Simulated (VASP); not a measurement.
Write the native input for VASP 6.6.1 that does the following.

* Task: single point
* Functional: r2SCAN
* Potentials or basis: VASP PAW PBE potentials, release 64 (Sn_d, O, Mg)
* Cutoff: 520 eV
* k mesh: 6 × 6 × 6
* Occupations: fermi-dirac, width 0.02 eV
* Spin: no spin polarisation
* Dipole correction: no
* Further INCAR settings: ALGO = Normal; EDIFF = 1e-07; NBANDS = 21

Crystal: Mg3SnO.

```
CELL_PARAMETERS angstrom
4.25643 0.00000 0.00000
0.00000 4.25643 0.00000
0.00000 0.00000 4.25643
ATOMIC_POSITIONS crystal
Sn 0.00000 0.00000 0.00000
O 0.50000 0.50000 0.50000
Mg 0.50000 0.50000 0.00000
Mg 0.50000 0.00000 0.50000
Mg 0.00000 0.50000 0.50000
```

This cell differs from its parent crystal: volume changed by -6%.

The input as run:

POSCAR

```
Mg3SnO
1.0
    4.2564285584      0.0000000000      0.0000000000
    0.0000000000      4.2564285584      0.0000000000
    0.0000000000      0.0000000000      4.2564285584
Sn O Mg
1 1 3
Direct
    0.0000000000      0.0000000000      0.0000000000
    0.5000000000      0.5000000000      0.5000000000
    0.5000000000      0.5000000000      0.0000000000
    0.5000000000      0.0000000000      0.5000000000
    0.0000000000      0.5000000000      0.5000000000
```

INCAR.step1

```
SYSTEM = Mg3SnO
ALGO = Normal
EDIFF = 1E-4
ENCUT = 520
GGA = PE
ISMEAR = -1
LASPH = .True.
LCHARG = .False.
LREAL = .False.
LWAVE = .True.
NBANDS = 21
NELM = 80
PREC = Accurate
SIGMA = 0.02
```

INCAR.step2

```
SYSTEM = Mg3SnO
ALGO = Normal
EDIFF = 1E-7
ENCUT = 520
ISIF = 2
ISMEAR = -1
ISTART = 1
LASPH = .True.
LCHARG = .True.
LELF = .True.
LMIXTAU = .True.
LREAL = .False.
LVHAR = .True.
LWAVE = .False.
METAGGA = R2SCAN
NBANDS = 21
NELM = 80
PREC = Accurate
SIGMA = 0.02
```

KPOINTS

```
k-points
0
Gamma
  6 6 6
  0 0 0
```

Potentials or basis: VASP PAW PBE potentials, release 64 (Sn_d, O, Mg).

The run is started by

```bash
$ cat potpaw_PBE.64/Sn_d/POTCAR potpaw_PBE.64/O/POTCAR potpaw_PBE.64/Mg/POTCAR > POTCAR
$ cp INCAR.step1 INCAR
$ mpirun -np 1 vasp_std > vasp.out
$ cp INCAR.step2 INCAR
$ mpirun -np 1 vasp_std > vasp.out
```

Results of the run:

The pressure is 4.9 GPa and the band gap on the k mesh is 0.13 eV, indirect (least direct gap 0.63 eV).

Caveat: the PAW data sets were made with another functional, which shifts forces and pressure a little; spin-orbit coupling is left out, which moves the levels of the heavy elements.

It took 2.5 min on 1 thread of Intel(R) Xeon(R) Platinum 8488C (Sapphire Rapids), with other jobs on the host, peak memory 0.2 GiB.
